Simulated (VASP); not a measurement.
Write the native input for VASP 6.6.1 that does the following.

```yaml
Task: single point
Functional: PBE
Potentials_or_basis: VASP PAW PBE potentials, release 64 (Li_sv, F)
Cutoff: 520 eV
k_mesh: 10 × 10 × 10
Occupations: fermi-dirac, width 0.02 eV
Spin: no spin polarisation
Dipole_correction: no
Further_INCAR_settings: ALGO = Normal; EDIFF = 1e-06; NBANDS = 12
```

The structure of LiF lies in POSCAR:

```
LiF
1.0
    0.0000000000      1.9150768680      1.9150768680
    1.9150768680      0.0000000000      1.9150768680
    1.9150768680      1.9150768680      0.0000000000
Li F
1 1
Direct
    0.0000000000      0.0000000000      0.0000000000
    0.5000000000      0.5000000000      0.5000000000
```

This cell differs from its parent crystal: strain -4.0%.

One way to write it, as run:

INCAR

```
SYSTEM = LiF
PREC = Accurate
ENCUT = 520
EDIFF = 1E-6
ISMEAR = -1
SIGMA = 0.02
LREAL = .False.
LASPH = .True.
NELM = 80
ALGO = Normal
ISIF = 2
LWAVE = .False.
LCHARG = .True.
GGA = PE
LELF = .True.
LVHAR = .True.
NBANDS = 12
```

KPOINTS

```
regular mesh
0
Gamma
  10 10 10
  0 0 0
```

Potentials or basis: VASP PAW PBE potentials, release 64 (Li_sv, F).

Command:

```sh
$ cat potpaw_PBE.64/Li_sv/POTCAR potpaw_PBE.64/F/POTCAR > POTCAR
$ mpirun -np 1 vasp_std > vasp.out
```

Results of the run:

```
Band gap on the k mesh : 10.57 eV
```

Caveat: the cell differs from its parent crystal (strain -4.0%).

Run time: 4.6 s on 1 thread of AMD EPYC 9R45 96-Core Processor (Zen 5), with other jobs on the host, peak memory 0.09 GiB.
